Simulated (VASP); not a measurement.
Crystal: Mo.

```
Mo
1.0
     2.57554    0.00000    0.00000
     0.00000    2.57554    0.00000
     0.00000    0.00000    2.57554
Mo
1
Direct
  0.00000 0.00000 0.00000
```

```yaml
Program: VASP 6.6.1
Task: relaxation of cell and atoms
Functional: PBE
Potentials_or_basis: VASP PAW PBE potentials, release 64 (Mo_sv)
Cutoff: 600 eV
k_mesh: 16 × 16 × 16
Occupations: fermi-dirac, width 0.08 eV
Spin: no spin polarisation
```

At the start: pressure 7.0 GPa; volume 17.08 Å³/atom.

**Question.** Where does the relaxation end?

**Answer.** Over 4 steps the energy falls by 12.8 meV/atom and the volume is 17.69 Å³/atom (+3.5 %); space group Pm-3m (No. 221, to 0.05 Å).

The path:
```
step  energy change (eV)  largest force (eV/Å)  pressure (GPa)  volume (Å³)
   1              0.0000                0.0000            7.05        17.08
   2              0.0396                0.0000          -11.88        19.01
   3             -0.0128                0.0000           -0.13        17.70
   4             -0.0128                0.0000           -0.02        17.69
```

Final structure:
```yaml
crystal:
  lattice:
    - [2.60541, 0.00000, 0.00000]
    - [0.00000, 2.60541, 0.00000]
    - [0.00000, 0.00000, 2.60541]
  atoms:
    - { symbol: Mo, position: [0.00000, 0.00000, 0.00000] }
```
